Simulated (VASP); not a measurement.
Write the native input for VASP 6.6.1 that does the following.

| Quantity | Value |
| --- | --- |
| Task | relaxation of the atoms |
| Functional | PBE |
| Dispersion | D3(BJ) |
| Potentials or basis | VASP PAW PBE potentials, release 64 (Al) |
| Cutoff | 520 eV |
| k mesh | 3 × 3 × 1 |
| Occupations | fermi-dirac, width 0.1 eV |
| Spin | no spin polarisation |
| Dipole correction | no |
| Atoms held fixed (from 0) | [0, 1, 2, 3] |
| Further INCAR settings | LREAL = Auto; ALGO = Normal; EDIFF = 1e-07; IBRION = 2; EDIFFG = -0.08; NSW = 45 |

The structure of Al lies in POSCAR:

```
Al
1.0
    5.7275650000      0.0000000000      0.0000000000
    0.0000000000      5.7275650000      0.0000000000
    0.0000000000      0.0000000000     21.1000000000
Al
20
Selective dynamics
Direct
    0.0000000000      0.0000000000      0.0473934000  F F F
    0.5000000000      0.0000000000      0.0473934000  F F F
    0.0000000000      0.5000000000      0.0473934000  F F F
    0.5000000000      0.5000000000      0.0473934000  F F F
    0.2500000000      0.2500000000      0.1433649000  T T T
    0.7500000000      0.2500000000      0.1433649000  T T T
    0.2500000000      0.7500000000      0.1433649000  T T T
    0.7500000000      0.7500000000      0.1433649000  T T T
    0.0000000000      0.0000000000      0.2393365000  T T T
    0.5000000000      0.0000000000      0.2393365000  T T T
    0.0000000000      0.5000000000      0.2393365000  T T T
    0.5000000000      0.5000000000      0.2393365000  T T T
    0.2500000000      0.2500000000      0.3353081000  T T T
    0.7500000000      0.2500000000      0.3353081000  T T T
    0.2500000000      0.7500000000      0.3353081000  T T T
    0.7500000000      0.7500000000      0.3353081000  T T T
    0.0000000000      0.0000000000      0.4312796000  T T T
    0.5000000000      0.0000000000      0.4312796000  T T T
    0.0000000000      0.5000000000      0.4312796000  T T T
    0.5000000000      0.5000000000      0.4312796000  T T T
```

One way to write it, as run:

INCAR

```
SYSTEM = Al
PREC = Accurate
ENCUT = 520
EDIFF = 1E-7
ISMEAR = -1
SIGMA = 0.1
LREAL = Auto
LASPH = .True.
NELM = 80
ALGO = Normal
ISIF = 2
LWAVE = .False.
LCHARG = .False.
GGA = PE
IVDW = 12
IBRION = 2
NSW = 45
EDIFFG = -0.08
LUSENCCL = .False.
```

KPOINTS

```
Automatic mesh
0
Gamma
  3 3 1
  0 0 0
```

Potentials or basis: VASP PAW PBE potentials, release 64 (Al).

The run is started by

```sh
$ cat potpaw_PBE.64/Al/POTCAR > POTCAR
$ mpirun -np 1 vasp_std > vasp.out
```

Results of the run:

```
Energy gained by relaxing  : 3.3 meV/atom
Ionic steps                : 11
Band gap on the k mesh     : zero (band 30 reaches 1.72 eV, above the bottom of band 31 at 1.27 eV)
Dispersion energy per atom : -0.262 eV
```

Caveat: the k points lie up to 0.37 Å⁻¹ apart.

Run time: 6.3 min on 1 × NVIDIA H100 80GB with 1 thread of AMD EPYC 7R13 Processor (Zen 3) (shared host), peak memory 1.6 GiB.
